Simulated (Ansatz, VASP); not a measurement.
## NiO: VASP beside Ansatz

```xyz
2
Lattice="0.0000 2.0913 2.0913 2.0913 0.0000 2.0913 2.0913 2.0913 0.0000" Properties=species:S:1:pos:R:3 pbc="T T T"
Ni    0.0000    0.0000    0.0000
O     2.0913    2.0913    2.0913
```

Alike in both runs: task electric field gradients; functional PBE; k mesh 17 × 17 × 17; occupations fermi-dirac, width 0.03 eV; collinear spin.

```csv
,VASP,Ansatz
version,VASP 6.6.1,Ansatz 0.2.0
potentials or method,"VASP PAW PBE potentials, release 64 (Ni, O), cutoff 520 eV","all-electron PAW with datasets made for the crystal, scalar-relativistic"
```

|  | VASP | Ansatz | Ansatz less VASP |
| --- | --- | --- | --- |
| pressure (GPa) | 3.8 | 4.7 | +0.90 |
| net moment per atom (μB) | 0.86 | 0.89 | +0.039 |
| size of the moment on the site where the two differ most (μB) | 1.41 | 1.45 | +0.035 |

Site moments also hang on the region over which each program counts them. Ansatz ran all-electron here, and VASP with PAW potentials.
